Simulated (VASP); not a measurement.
# Yb (Fm-3m) in VASP: a series of runs

The runs below take Yb through single point, with PBE.

Everything below comes from runs of VASP 6.6.1. Logs are shortened: lines on timing, memory, paths and dates and some standing lists are left out, and cuts for length are marked.

## 1. The cell of the first run

The structure is cubic, space group Fm-3m (No. 225). Conventional cell: a = 5.412 Å, b = 5.412 Å, c = 5.412 Å, α = 90.00°, β = 90.00°, γ = 90.00°. Within 5.0 Å of Yb (site symmetry m-3m) lie 12 Yb at 3.83 Å.

## 2. Single point, PBE (39.63 Å³/atom)

The input, INCAR:

```
SYSTEM = Yb
PREC = Accurate ; ENCUT = 520
EDIFF = 1E-7 ; ISMEAR = -1
SIGMA = 0.05 ; LREAL = .False.
LASPH = .True. ; NELM = 60
ALGO = Normal ; ISIF = 2
LWAVE = .False. ; LCHARG = .False.
GGA = PE ; NBANDS = 18
```

The input, KPOINTS:

```
regular mesh
0
Gamma
  12 12 12
  0 0 0
```

The input, POSCAR:

```
Yb
1.0
    0.0000000000      2.7060265364      2.7060265364
    2.7060265364      0.0000000000      2.7060265364
    2.7060265364      2.7060265364      0.0000000000
Yb
1
Direct
    0.0000000000      0.0000000000      0.0000000000
```

Potentials or basis: VASP PAW PBE potentials, release 64 (Yb).

Launch:

```bash
cat potpaw_PBE.64/Yb/POTCAR > POTCAR
mpirun -np 1 vasp_std > vasp.out
```

OUTCAR:

```text
SYSTEM = Yb
   PREC = Accurate
   ENCUT = 520
   EDIFF = 1E-7
   ISMEAR = -1
   LREAL = .False.
   LASPH = .True.
   NELM = 60
   ISIF = 2
   GGA = PE

 ion  position               nearest neighbor table
   1  0.000  0.000  0.000-

  LATTYP: Found a face centered cubic cell.
 ALAT       =     5.4120530728

  Lattice vectors:

 A1 = (   0.0000000000,   2.7060265364,   2.7060265364)
 A2 = (   2.7060265364,   0.0000000000,   2.7060265364)
 A3 = (   2.7060265364,   2.7060265364,   0.0000000000)

Analysis of symmetry for initial positions (statically):
=====================================================================
 Subroutine PRICEL returns:
 Original cell was already a primitive cell.

 Routine SETGRP: Setting up the symmetry group for a
 face centered cubic supercell.

 Subroutine GETGRP returns: Found 48 space group operations
 (whereof 48 operations were pure point group operations)
 out of a pool of 48 trial point group operations.

The static configuration has the point symmetry O_h .

Analysis of symmetry for dynamics (positions and initial velocities):
=====================================================================
 Subroutine PRICEL returns:
 Original cell was already a primitive cell.

 Routine SETGRP: Setting up the symmetry group for a
 face centered cubic supercell.

 Subroutine GETGRP returns: Found 48 space group operations
 (whereof 48 operations were pure point group operations)
 out of a pool of 48 trial point group operations.

The dynamic configuration has the point symmetry O_h .

 Subroutine INISYM returns: Found 48 space group operations
 (whereof 48 operations are pure point group operations),
 and found     1 'primitive' translations

----------------------------------------------------------------------------------------

                                     Primitive cell

  volume of cell :      39.6302

  direct lattice vectors                    reciprocal lattice vectors
     0.000000000  2.706026536  2.706026536    -0.184772763  0.184772763  0.184772763
     2.706026536  0.000000000  2.706026536     0.184772763 -0.184772763  0.184772763
     2.706026536  2.706026536  0.000000000     0.184772763  0.184772763 -0.184772763

  length of vectors
     3.826899428  3.826899428  3.826899428     0.320035813  0.320035813  0.320035813

  position of ions in fractional coordinates (direct lattice)
     0.000000000  0.000000000  0.000000000

  ion indices of the primitive-cell ions
   primitive index   ion index
                 1           1

----------------------------------------------------------------------------------------

 KPOINTS: regular mesh

Automatic generation of k-mesh.
 Grid dimensions read from file:
 generate k-points for:   12   12   12

 Generating k-lattice:

  Cartesian coordinates                     Fractional coordinates (reciprocal lattice)
    -0.015397730  0.015397730  0.015397730     0.083333333  0.000000000  0.000000000
     0.015397730 -0.015397730  0.015397730     0.000000000  0.083333333  0.000000000
     0.015397730  0.015397730 -0.015397730     0.000000000  0.000000000  0.083333333

  Length of vectors
     0.026669651  0.026669651  0.026669651

  Shift w.r.t. Gamma in fractional coordinates (k-lattice)
     0.000000000  0.000000000  0.000000000

 Subroutine IBZKPT returns following result:
 ===========================================

 Found     72 irreducible k-points:

 Following reciprocal coordinates:
            Coordinates               Weight
  0.000000  0.000000  0.000000      1.000000
  0.083333  0.000000  0.000000      8.000000
  0.166667  0.000000  0.000000      8.000000
  0.250000  0.000000  0.000000      8.000000
  0.333333  0.000000  0.000000      8.000000
  0.416667  0.000000  0.000000      8.000000
[... 16 lines left out ...]
  0.500000  0.166667  0.000000     24.000000
 -0.416667  0.166667  0.000000     24.000000
 [... further k-points ...]
   k-points           NKPTS =     72   k-points in BZ     NKDIM =     72   number of bands    NBANDS=     18
   number of dos      NEDOS =    301   number of ions     NIONS =      1
   total plane-waves  NPLWV =  21952
   dimension x,y,z NGX =    28 NGY =   28 NGZ =   28
   dimension x,y,z NGXF=    56 NGYF=   56 NGZF=   56
   ions per type =               1
   NGX,Y,Z   is equivalent  to a cutoff of  12.16, 12.16, 12.16 a.u.
   NGXF,Y,Z  is equivalent  to a cutoff of  24.33, 24.33, 24.33 a.u.
 SYSTEM =  Yb
   PREC   = accura    normal or accurate (medium, high low for compatibility)
   ISTART =      0    job   : 0-new  1-cont  2-samecut
   ICHARG =      2    charge: 1-file 2-atom 10-const
   ISPIN  =      1    spin polarized calculation?
   LNONCOLLINEAR =      F non collinear calculations
   LSORBIT =      F    spin-orbit coupling
   LASPH  =      T    aspherical Exc in radial PAW
   ENCUT  =  520.0 eV  38.22 Ry    6.18 a.u.   7.12  7.12  7.12*2*pi/ulx,y,z
   NELM   =     60;   NELMIN=  2; NELMDL= -5     # of ELM steps
   EDIFF  = 0.1E-06   stopping-criterion for ELM
   LREAL  =      F    real-space projection
   EDIFFG = 0.1E-05   stopping-criterion for IOM
   NSW    =      0    number of steps for IOM
   IBRION =     -1    ionic relax: 0-MD 1-quasi-New 2-CG
   NFREE  =      0    steps in history (QN), initial steepest desc. (CG)
   ISIF   =      2    stress and relaxation
   ISYM   =      2    0-nonsym 1-usesym 2-fastsym
   POTIM  = 0.5000    time-step for ionic-motion
   TEBEG  =    0.0;   TEEND  =   0.0 temperature during run
   PSTRESS=    0.0 pullay stress
   NELECT =      24.0000    total number of electrons
   NUPDOWN=      -1.0000    fix difference up-down
   EMIN   =  10.00;   EMAX   =-10.00  energy-range for DOS
   EFERMI =   0.00;   METHOD = LEGACY
   ISMEAR =    -1;   SIGMA  =   0.05  broadening in eV -4-tet -1-fermi 0-gaus
   EFERMI_NEDOS =   21; number of points for ismear=-14 and -15
   IALGO  =     38    algorithm
   IMIX   =      4    mixing-type and parameters
     AMIX     =   0.40;   BMIX     =  1.00
     AMIX_MAG =   1.60;   BMIX_MAG =  1.00
  volume/ion in A,a.u.               =      39.63       267.44
  Fermi-wavevector in a.u.,A,eV,Ry     =   1.385064  2.617392 26.101450  1.918402
  Thomas-Fermi vector in A             =   2.509509
   LORBIT       =      0    0 simple, 1 ext, 2 COOP (PROOUT), +10 PAW based schemes
   GGA     = PE    functional components
[... 5 lines left out ...]
 non-spin polarized calculation
  energy-cutoff  :      520.00
  volume of cell :       39.63
 maximum number of plane-waves:      1090
   NGX = 15   NGY = 15   NGZ = 15

 number of electron      24.0000003 magnetization

 Free energy of the ion-electron system (eV)
  ---------------------------------------------------
  ext. energy  EPLUGINS =         0.00000000
  ---------------------------------------------------
  free energy    TOTEN  =        -3.54481222 eV

  energy without entropy =       -3.52967533  energy(sigma->0) =       -3.53724378

 E-fermi :   1.2963     XC(G=0):  -9.0244

 val. band max:        1.2302610253   @ k =  -0.3333   0.4167   0.1667
 cond. band min:       1.3073644282   @ k =  -0.4167   0.2500   0.0000
 fundamental gap:      0.0771034029
 Fermi energy:         1.2963207101

 k-point     1 :       0.0000    0.0000    0.0000
  band No.  band energies     occupation
      1     -50.5184      2.00000
      2     -22.7611      2.00000
      3     -22.7611      2.00000
      4     -22.7611      2.00000
      5      -3.6663      2.00000
      6       0.8487      1.99974
[... 10 lines left out ...]
     17       5.9714      0.00000
     18      10.3598      0.00000

 k-point     2 :       0.0833    0.0000    0.0000
  band No.  band energies     occupation
      1     -50.5177      2.00000
      2     -22.7777      2.00000
      3     -22.7634      2.00000
      4     -22.7634      2.00000
      5      -3.5202      2.00000
      6       0.8504      1.99973
[... 10 lines left out ...]
     17       5.8831      0.00000
     18      10.7134      0.00000

 k-point     3 :       0.1667    0.0000    0.0000
  band No.  band energies     occupation
      1     -50.5158      2.00000
      2     -22.8229      2.00000
      3     -22.7695      2.00000
      4     -22.7695      2.00000
      5      -3.0963      2.00000
      6       0.8556      1.99970
[... 10 lines left out ...]
     17       5.7613      0.00000
     18      10.7485      0.00000

 k-point     4 :       0.2500    0.0000    0.0000
  band No.  band energies     occupation
      1     -50.5133      2.00000
      2     -22.8839      2.00000
      3     -22.7780      2.00000
      4     -22.7780      2.00000
      5      -2.4398      2.00000
      6       0.8643      1.99965
[... 10 lines left out ...]
     17       5.9305      0.00000
     18       9.7665      0.00000

 k-point     5 :       0.3333    0.0000    0.0000
  band No.  band energies     occupation
      1     -50.5107      2.00000
      2     -22.9439      2.00000
      3     -22.7864      2.00000
      4     -22.7864      2.00000
      5      -1.6380      2.00000
      6       0.8740      1.99957
[... 10 lines left out ...]
     17       6.4583      0.00000
     18       8.9242      0.00000

 k-point     6 :       0.4167    0.0000    0.0000
  band No.  band energies     occupation
      1     -50.5088      2.00000
      2     -22.9872      2.00000
      3     -22.7926      2.00000
      4     -22.7926      2.00000
      5      -0.8587      2.00000
      6       0.8768      1.99955
[... 307 lines left out ...]
 k-point    21 :       0.3333    0.1667    0.0000
  band No.  band energies     occupation
      1     -50.5107      2.00000
      2     -22.9097      2.00000
      3     -22.8037      2.00000
      4     -22.8030      2.00000
      5      -1.7247      2.00000
      6       0.8781      1.99953
[... 10 lines left out ...]
     17       6.8197      0.00000
     18       9.9067      0.00000

 k-point    22 :       0.4167    0.1667    0.0000
  band No.  band energies     occupation
      1     -50.5086      2.00000
      2     -22.9529      2.00000
      3     -22.8177      2.00000
      4     -22.8084      2.00000
      5      -0.9143      2.00000
      6       0.8858      1.99946
[... 10 lines left out ...]
     17       7.2878      0.00000
     18       8.5602      0.00000

 k-point    23 :       0.5000    0.1667    0.0000
  band No.  band energies     occupation
      1     -50.5073      2.00000
      2     -22.9786      2.00000
      3     -22.8306      2.00000
      4     -22.8087      2.00000
      5      -0.1700      2.00000
      6       0.8791      1.99952
[... 10 lines left out ...]
     17       7.4256      0.00000
     18       7.8057      0.00000

 k-point    24 :      -0.4167    0.1667    0.0000
  band No.  band energies     occupation
      1     -50.5071      2.00000
      2     -22.9806      2.00000
      3     -22.8386      2.00000
      4     -22.8038      2.00000
      5      -0.0039      2.00000
      6       0.8712      1.99959
[... 10 lines left out ...]
     17       7.0970      0.00000
     18       8.0686      0.00000

 [... further k-points ...]
[... 5 lines left out ...]
  --------------------------------------------------------------------------------------
  -------------------------------------------------------------------------------------
  Total       -0.4595585     -0.4595585     -0.4595585      0.0000000      0.0000000     -0.0000000
  in kB      -18.5791244    -18.5791244    -18.5791244      0.0000000      0.0000000     -0.0000000
  external PRESSURE =     -18.5791244 kB  Pullay stress =       0.0000000 kB

 VOLUME and BASIS-vectors are now :
 -----------------------------------------------------------------------------
  energy-cutoff  :      520.00
  volume of cell :       39.63
      direct lattice vectors                 reciprocal lattice vectors
     0.000000000  2.706026536  2.706026536    -0.184772763  0.184772763  0.184772763
     2.706026536  0.000000000  2.706026536     0.184772763 -0.184772763  0.184772763
     2.706026536  2.706026536  0.000000000     0.184772763  0.184772763 -0.184772763

 POSITION                                       TOTAL-FORCE (eV/Angst)
 -----------------------------------------------------------------------------------
      0.00000      0.00000      0.00000         0.000000     -0.000000      0.000000
 -----------------------------------------------------------------------------------
    total drift:                               -0.000000     -0.000000     -0.000000

  FREE ENERGIE OF THE ION-ELECTRON SYSTEM (eV)
  ---------------------------------------------------
  free  energy   TOTEN  =        -3.5448122228 eV

  energy  without entropy=       -3.5296753293  energy(sigma->0) =       -3.53724378
```

It took 2.9 min on 1 thread of Intel Xeon 8259CL, shared host; peak memory 0.2 GiB.

Results:

| Quantity | Value |
| --- | --- |
| Free energy | -3.5448 eV |
| Pressure | -1.9 GPa |
| Band gap on the k mesh | zero (bands 12 and 13 overlap by 0.03 eV) |

Caveat: spin-orbit coupling is left out, which moves the levels of the heavy elements.

## 3. Single point, PBE

The input, INCAR:

```
SYSTEM = Yb
PREC     = Accurate       ! precision mode
ENCUT    = 520            ! plane-wave cutoff, eV
EDIFF    = 1E-6           ! SCF threshold, eV
ISMEAR   = 1              ! smearing method
SIGMA    = 0.05           ! smearing width, eV
LREAL    = .FALSE.        ! projectors in reciprocal space
LASPH    = .TRUE.         ! aspherical terms in the spheres
NELM     = 60             ! most SCF steps
ALGO     = Normal         ! electronic algorithm
ISIF     = 2              ! what is computed and relaxed
LWAVE    = .FALSE.        ! write WAVECAR
LCHARG   = .FALSE.        ! write CHGCAR
GGA      = PE             ! functional
NBANDS   = 18             ! bands
```

The input, KPOINTS:

```
regular mesh
0
G
  12 12 12
  0 0 0
```

POSCAR is that of step 2.

Potentials or basis: VASP PAW PBE potentials, release 64 (Yb).

Launch:

```bash
cat potpaw_PBE.64/Yb/POTCAR > POTCAR
mpirun -np 1 vasp_std > vasp.out
```

OUTCAR:

```text
SYSTEM = Yb
   PREC = Accurate
   ENCUT = 520
   EDIFF = 1E-6
   ISMEAR = 1
   LREAL = .FALSE.
   LASPH = .TRUE.
   NELM = 60
   ISIF = 2
   GGA = PE

 ion  position               nearest neighbor table
   1  0.000  0.000  0.000-

  LATTYP: Found a face centered cubic cell.
 ALAT       =     5.4120530728

  Lattice vectors:

 A1 = (   0.0000000000,   2.7060265364,   2.7060265364)
 A2 = (   2.7060265364,   0.0000000000,   2.7060265364)
 A3 = (   2.7060265364,   2.7060265364,   0.0000000000)

Analysis of symmetry for initial positions (statically):
[... 183 lines left out ...]
      4     -22.7417      2.00000
      5      -3.6649      2.00000
      6       0.8784      2.00000
[... 481 lines left out ...]
      5      -0.0004      2.00000
      6       0.9017      2.00000
[... 10 lines left out ...]
     17       7.1046      0.00000
     18       8.0779      0.00000

 [... further k-points ...]
[... 5 lines left out ...]
  --------------------------------------------------------------------------------------
  -------------------------------------------------------------------------------------
  Total       -0.6696032     -0.6696032     -0.6696032      0.0000000     -0.0000000     -0.0000000
  in kB      -27.0708537    -27.0708537    -27.0708537      0.0000000     -0.0000000     -0.0000000
  external PRESSURE =     -27.0708537 kB  Pullay stress =       0.0000000 kB

 VOLUME and BASIS-vectors are now :
 -----------------------------------------------------------------------------
  energy-cutoff  :      520.00
  volume of cell :       39.63
      direct lattice vectors                 reciprocal lattice vectors
     0.000000000  2.706026536  2.706026536    -0.184772763  0.184772763  0.184772763
     2.706026536  0.000000000  2.706026536     0.184772763 -0.184772763  0.184772763
     2.706026536  2.706026536  0.000000000     0.184772763  0.184772763 -0.184772763

 POSITION                                       TOTAL-FORCE (eV/Angst)
 -----------------------------------------------------------------------------------
      0.00000      0.00000      0.00000         0.000000      0.000000      0.000000
 -----------------------------------------------------------------------------------
    total drift:                               -0.000000     -0.000000     -0.000000

  FREE ENERGIE OF THE ION-ELECTRON SYSTEM (eV)
  ---------------------------------------------------
  free  energy   TOTEN  =        -3.5394644531 eV

  energy  without entropy=       -3.5397269946  energy(sigma->0) =       -3.53955197
```

stdout:

```text
POSCAR found type information on POSCAR Yb
 POSCAR found :  1 types and       1 ions
 scaLAPACK will be used
 LDA part: xc-table for (Slater+PW92), standard interpolation
 POSCAR, INCAR and KPOINTS ok, starting setup
 FFT: planning ... GRIDC
 FFT: planning ... GRID_SOFT
 FFT: planning ... GRID
 WAVECAR not read
 entering main loop
```

Wall time 4 min (1 thread of Intel Xeon 8259CL, shared host); peak memory 0.21 GiB.

Results:

```
Free energy            : -3.5395 eV
Pressure               : -2.7 GPa
Band gap on the k mesh : zero (bands 12 and 13 overlap by 0.03 eV)
```

Levels at points of the mesh, in eV from the Fermi level:
| k point | band 9 | band 10 | band 11 | band 12 | band 13 | band 14 | band 15 | band 16 |
| --- | --- | --- | --- | --- | --- | --- | --- | --- |
| (0.00, 0.00, 0.00) | -0.33 | -0.25 | -0.25 | -0.25 | 2.77 | 2.77 | 2.77 | 4.69 |
| (0.50, 0.00, 0.00) | -0.34 | -0.26 | -0.26 | -0.25 | 0.20 | 2.57 | 2.57 | 6.09 |
| (0.50, 0.50, 0.00) | -0.33 | -0.28 | -0.27 | -0.27 | 0.24 | 1.41 | 6.10 | 6.50 |

Caveat: spin-orbit coupling is left out, which moves the levels of the heavy elements.

(Continued in part 2 of 2.)

The gap in the log of VASP goes by the Fermi energy; the results here count the filled bands.